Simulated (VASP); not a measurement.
# Zr (P6_3/mmc) in VASP: single point with PBE+D3(BJ)

Aim: the single point of Zr with PBE+D3(BJ).

All numbers are computed with VASP 6.6.1; they aren't measurements. Logs are shortened: lines on timing, memory, paths and dates and some standing lists are left out, and cuts for length are marked.

**1. The cell of the first run**

The structure is hexagonal, space group P6_3/mmc (No. 194). Conventional cell: a = 3.184 Å, b = 3.184 Å, c = 5.116 Å, α = 90.00°, β = 90.00°, γ = 120.00°. Zr (site symmetry -6m2) has 12 Zr at 3.15 to 3.18 Å within 4.1 Å.

**2. Single point, PBE+D3(BJ)**

File INCAR:

```
SYSTEM = Zr
PREC = Accurate ; ENCUT = 500
EDIFF = 1E-6 ; ISMEAR = 0
SIGMA = 0.1 ; LREAL = .FALSE.
LASPH = .TRUE. ; NELM = 120
ALGO = Normal ; ISIF = 2
LWAVE = .FALSE. ; LCHARG = .FALSE.
GGA = PE ; IVDW = 12
NBANDS = 19 ; GGA_COMPAT = .FALSE.
```

File KPOINTS:

```
Automatic mesh
0
G
  15 15 8
  0 0 0
```

File POSCAR:

```
Zr
1.0
    3.1835874052      0.0000000000      0.0000000000
   -1.5917937026      2.7570675681      0.0000000000
    0.0000000000      0.0000000000      5.1155521389
Zr
2
Direct
    0.3333333333      0.6666666667      0.2500000000
    0.6666666667      0.3333333333      0.7500000000
```

Potentials or basis: VASP PAW PBE potentials, release 64 (Zr_sv).

Started as:

```bash
$ cat potpaw_PBE.64/Zr_sv/POTCAR > POTCAR
$ mpirun -np 1 vasp_std > vasp.out
```

OUTCAR:

```text
SYSTEM = Zr
   PREC = Accurate
   ENCUT = 500
   EDIFF = 1E-6
   ISMEAR = 0
   LREAL = .FALSE.
   LASPH = .TRUE.
   NELM = 120
   ISIF = 2
   GGA = PE
   IVDW = 12
 IVDW          = 12

 ion  position               nearest neighbor table
   1  0.333  0.667  0.250-   2 3.15   2 3.15   2 3.15   2 3.15   2 3.15   2 3.15
   2  0.667  0.333  0.750-   1 3.15   1 3.15   1 3.15   1 3.15   1 3.15   1 3.15

  LATTYP: Found a hexagonal cell.
 ALAT       =     3.1835874052
 C/A-ratio  =     1.6068514816

  Lattice vectors:

 A1 = (   3.1835874052,   0.0000000000,   0.0000000000)
 A2 = (  -1.5917937026,   2.7570675681,   0.0000000000)
 A3 = (   0.0000000000,   0.0000000000,   5.1155521389)

Analysis of symmetry for initial positions (statically):
=====================================================================
 Subroutine PRICEL returns:
 Original cell was already a primitive cell.

 Routine SETGRP: Setting up the symmetry group for a
 hexagonal supercell.

 Subroutine GETGRP returns: Found 24 space group operations
 (whereof 12 operations were pure point group operations)
 out of a pool of 24 trial point group operations.

The static configuration has the point symmetry D_3d.
 The point group associated with its full space group is D_6h.

Analysis of symmetry for dynamics (positions and initial velocities):
=====================================================================
 Subroutine PRICEL returns:
 Original cell was already a primitive cell.

 Routine SETGRP: Setting up the symmetry group for a
 hexagonal supercell.

 Subroutine GETGRP returns: Found 24 space group operations
 (whereof 12 operations were pure point group operations)
 out of a pool of 24 trial point group operations.

The dynamic configuration has the point symmetry D_3d.
 The point group associated with its full space group is D_6h.

 Subroutine INISYM returns: Found 24 space group operations
 (whereof 12 operations are pure point group operations),
 and found     1 'primitive' translations

----------------------------------------------------------------------------------------

                                     Primitive cell

  volume of cell :      44.9011

  direct lattice vectors                    reciprocal lattice vectors
     3.183587405  0.000000000  0.000000000     0.314111055  0.181352102  0.000000000
    -1.591793703  2.757067568  0.000000000     0.000000000  0.362704205  0.000000000
     0.000000000  0.000000000  5.115552139     0.000000000  0.000000000  0.195482320
[... 83 lines left out ...]
   NELM   =    120;   NELMIN=  2; NELMDL= -5     # of ELM steps
   EDIFF  = 0.1E-05   stopping-criterion for ELM
   LREAL  =      F    real-space projection
   EDIFFG = 0.1E-04   stopping-criterion for IOM
   NSW    =      0    number of steps for IOM
   IBRION =     -1    ionic relax: 0-MD 1-quasi-New 2-CG
   NFREE  =      0    steps in history (QN), initial steepest desc. (CG)
   ISIF   =      2    stress and relaxation
   ISYM   =      2    0-nonsym 1-usesym 2-fastsym
   POTIM  = 0.5000    time-step for ionic-motion
   TEBEG  =    0.0;   TEEND  =   0.0 temperature during run
   PSTRESS=    0.0 pullay stress
   NELECT =      24.0000    total number of electrons
   NUPDOWN=      -1.0000    fix difference up-down
   EMIN   =  10.00;   EMAX   =-10.00  energy-range for DOS
   EFERMI =   0.00;   METHOD = LEGACY
   ISMEAR =     0;   SIGMA  =   0.10  broadening in eV -4-tet -1-fermi 0-gaus
   EFERMI_NEDOS =   21; number of points for ismear=-14 and -15
   IALGO  =     38    algorithm
   IMIX   =      4    mixing-type and parameters
     AMIX     =   0.40;   BMIX     =  1.00
     AMIX_MAG =   1.60;   BMIX_MAG =  1.00
  volume/ion in A,a.u.               =      22.45       151.50
  Fermi-wavevector in a.u.,A,eV,Ry     =   1.328596  2.510683 24.016567  1.765168
  Thomas-Fermi vector in A             =   2.457822
   LORBIT       =      0    0 simple, 1 ext, 2 COOP (PROOUT), +10 PAW based schemes
   GGA     = PE    functional components
   LHFCALC =     F    Hartree Fock is set to
   AEXX    =    0.0000 exact exchange contribution
   IVDW    =    12    specifies the selected vdW correction
   LEPSILON=     F    determine dielectric tensor
   LRPA    =     F    only Hartree local field effects (RPA)
 non-spin polarized calculation
 Gauss-broadening in eV      SIGMA  =   0.10
  energy-cutoff  :      500.00
  volume of cell :       44.90
 maximum number of plane-waves:      1158
 NGX is ok and might be reduce to    24
   NGX = 11   NGY = 11   NGZ = 19

 number of electron      24.0000000 magnetization

 Free energy of the ion-electron system (eV)
  ---------------------------------------------------
  ext. energy  EPLUGINS =         0.00000000
  ---------------------------------------------------
  free energy    TOTEN  =       -17.02211649 eV

  energy without entropy =      -17.01213792  energy(sigma->0) =      -17.01712721

 E-fermi :   9.4244     XC(G=0): -11.2479

 val. band max:        9.4126295402   @ k =   0.3333   0.3333   0.5000
 cond. band min:       9.4327074945   @ k =   0.2000   0.1333   0.3750
 fundamental gap:      0.0200779542
 Fermi energy:         9.4244356566

 k-point     1 :       0.0000    0.0000    0.0000
  band No.  band energies     occupation
      1     -39.3612      2.00000
      2     -39.1875      2.00000
      3     -17.9421      2.00000
      4     -16.9676      2.00000
      5     -16.9676      2.00000
      6     -16.8318      2.00000
[... 505 lines left out ...]
      6     -17.3536      2.00000
[... 11 lines left out ...]
     18      14.4066      0.00000
     19      16.1353      0.00000

 [... further k-points ...]

------------------------ aborting loop because EDIFF is reached ----------------------------------------

 Edisp (eV)   -1.09742

 E8    (eV) :    -0.5637

  FORCE on cell =-STRESS in cart. coord.  units (eV):
  Direction    XX          YY          ZZ          XY          YZ          ZX
  --------------------------------------------------------------------------------------
  -------------------------------------------------------------------------------------
  Total       0.00227     0.00227     0.00144     0.00000     0.00000     0.00000
  in kB       0.08108     0.08108     0.05148     0.00000     0.00000     0.00000
  external pressure =        0.07 kB  Pullay stress =        0.00 kB

 VOLUME and BASIS-vectors are now :
 -----------------------------------------------------------------------------
  energy-cutoff  :      500.00
  volume of cell :       44.90
      direct lattice vectors                 reciprocal lattice vectors
     3.183587405  0.000000000  0.000000000     0.314111055  0.181352102  0.000000000
    -1.591793703  2.757067568  0.000000000     0.000000000  0.362704205  0.000000000
     0.000000000  0.000000000  5.115552139     0.000000000  0.000000000  0.195482320

 POSITION                                       TOTAL-FORCE (eV/Angst)
 -----------------------------------------------------------------------------------
     -0.00000      1.83805      1.27889        -0.000000      0.000000      0.000000
      1.59179      0.91902      3.83666         0.000000     -0.000000      0.000000
 -----------------------------------------------------------------------------------
    total drift:                               -0.000000      0.000000     -0.000000

  FREE ENERGIE OF THE ION-ELECTRON SYSTEM (eV)
  ---------------------------------------------------
  free  energy   TOTEN  =       -18.1195318744 eV

  energy  without entropy=      -18.1095533054  energy(sigma->0) =      -18.11454259
```

OSZICAR:

```text
N       E                     dE             d eps       ncg     rms          rms(c)
DAV:   1     0.210454493442E+03    0.21045E+03   -0.13048E+04  5138   0.123E+03
DAV:   2    -0.183826058491E+01   -0.21229E+03   -0.20829E+03  5981   0.361E+02
DAV:   3    -0.172513977302E+02   -0.15413E+02   -0.15297E+02  9160   0.709E+01
DAV:   4    -0.176684064961E+02   -0.41701E+00   -0.41664E+00  6026   0.118E+01
DAV:   5    -0.176806829771E+02   -0.12276E-01   -0.12274E-01  7624   0.144E+00    0.153E+01
DAV:   6    -0.171217331802E+02    0.55895E+00   -0.86775E-01  5517   0.718E+00    0.618E+00
DAV:   7    -0.170155901446E+02    0.10614E+00   -0.57771E-01  7356   0.511E+00    0.113E+00
DAV:   8    -0.170219972888E+02   -0.64071E-02   -0.36624E-02  6675   0.150E+00    0.228E-01
DAV:   9    -0.170221473875E+02   -0.15010E-03   -0.12665E-03  6702   0.315E-01    0.278E-02
DAV:  10    -0.170221138704E+02    0.33517E-04   -0.37437E-05  6989   0.386E-02    0.196E-02
DAV:  11    -0.170221165283E+02   -0.26579E-05   -0.73675E-06  5712   0.296E-02    0.193E-03
DAV:  12    -0.170221164918E+02    0.36476E-07   -0.18805E-07  3258   0.323E-03
   1 F= -.18119532E+02 E0= -.18114543E+02  d E =-.997857E-02
```

stdout:

```text
POSCAR found type information on POSCAR Zr
 POSCAR found :  1 types and       2 ions
 scaLAPACK will be used
 LDA part: xc-table for (Slater+PW92), standard interpolation
 POSCAR, INCAR and KPOINTS ok, starting setup
 FFT: planning ... GRIDC
 FFT: planning ... GRID_SOFT
 FFT: planning ... GRID
 WAVECAR not read
 entering main loop
```

Run time: 2 min. Hardware: 1 thread of Intel Xeon 8259CL, shared host; peak memory 0.23 GiB.

What came out:

```
Free energy                : -18.1195 eV
Pressure                   : 0.0 GPa
Band gap on the k mesh     : zero (bands 12 and 13 overlap by 1.30 eV)
Dispersion energy per atom : -0.549 eV
```

The gap in the log of VASP goes by the Fermi energy; the results here count the filled bands.